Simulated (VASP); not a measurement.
Here is a VASP 6.6.1 calculation.

File INCAR:

```
PREC = Accurate ; ENCUT = 520
EDIFF = 1E-7 ; ISMEAR = -1
SIGMA = 0.05 ; LREAL = False
LASPH = True ; NELM = 80
ALGO = Normal ; ISIF = 2
LWAVE = False ; LCHARG = False
GGA = PE ; NBANDS = 16
```

Contents of KPOINTS:

```
Automatic mesh
0
Gamma
  9 9 7
```

The input POSCAR:

```
AlN
1.0
    3.2898861073      0.0000000000      0.0000000000
   -1.6449430536      2.8491249445      0.0000000000
    0.0000000000      0.0000000000      4.1594577035
Al N
2 2
Direct
    0.6666666667      0.3333333333      0.2500000000
    0.3333333333      0.6666666667      0.7500000000
    0.6666666667      0.3333333333      0.7500000000
    0.3333333333      0.6666666667      0.2500000000
```

Potentials or basis: VASP PAW PBE potentials, release 64 (Al, N).

Launch:

```bash
$ cat potpaw_PBE.64/Al/POTCAR potpaw_PBE.64/N/POTCAR > POTCAR
$ mpirun -np 1 vasp_std > vasp.out
```

(1) What does it give for the pressure?

(2) Predict the band gap on the k mesh.

Answers

(1) 4.4 GPa.

(2) 3.42 eV.

Caveat: the cell stands under pressure; an odd mesh through Γ misses points on the zone boundary, where band edges can lie.
